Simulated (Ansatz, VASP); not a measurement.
**C in VASP and in Ansatz**

The input INCAR:

```
SYSTEM = C
  PREC = Accurate
  ENCUT = 600
  EDIFF = 1E-6
  ISMEAR = 0
  SIGMA = 0.1
  LREAL = .False.
  LASPH = .True.
  NELM = 100
  ALGO = Normal
  ISIF = 3
  LWAVE = .False.
  LCHARG = .False.
  GGA = PE
  IBRION = 2
  NSW = 100
  EDIFFG = -0.01
```

File KPOINTS:

```
regular mesh
0
Gamma
  26 26 26
  0 0 0
```

The input POSCAR:

```
C
1.0
    0.0000000000      2.1360122036      4.2323179874
    1.2332897324      0.0000000000      4.2323179874
    1.2332897324      2.1360122036      0.0000000000
C
2
Direct
    0.1666711394      0.8333288606      0.1666711394
    0.8333288606      0.1666711394      0.8333288606
```

Input for Ansatz:

```yaml
crystal:
  lattice:
    - [0.0, 2.1360122036, 4.2323179874]
    - [1.2332897324, 0.0, 4.2323179874]
    - [1.2332897324, 2.1360122036, 0.0]
  atoms:
    - { symbol: C, position: [0.1666711394, 0.8333288606, 0.1666711394] }
    - { symbol: C, position: [0.8333288606, 0.1666711394, 0.8333288606] }
basis:
  ecutwfc: 420
kpoints:
  mp_grid: { grid: [26, 26, 26] }
hamiltonian:
  xc: pbe
scf:
  occupations: { method: gaussian, width: 0.1 }
output:
  forces: true
  stress: true
  eigenvalues: true
relax:
  adjacent_minimum: "off"
  f_tol: 0.01
  max_steps: 80
  cell: { stress_tol: 0.05 }
```

Alike in both runs: task relaxation of cell and atoms; functional PBE; k mesh 26 × 26 × 26; occupations gaussian, width 0.1 eV; no spin polarisation.

|  | VASP | Ansatz |
| --- | --- | --- |
| version | VASP 6.6.1 | Ansatz 0.2.0 |
| potentials or method | VASP PAW PBE potentials, release 64 (C), cutoff 600 eV | scalar-relativistic, plane waves, PAW |
| valence electrons in the cell | 8 | 8 |

VASP gave:

| Quantity | Value |
| --- | --- |
| gap on the k mesh at the Fermi level, each at its own relaxed structure (eV) | 0.47 |
| relaxed volume (Å³/atom) | 11.15 |
| relaxed length of the cell vector where the two differ most in proportion (Å) | 4.408 |

Question: Estimate Ansatz's values.

Answer: gap on the k mesh at the Fermi level, each at its own relaxed structure (eV): 0.49; relaxed volume (Å³/atom): 11.31; relaxed length of the cell vector where the two differ most in proportion (Å): 4.466.

Noted on VASP's run: the relaxation stopped at its first step, so nothing moved.
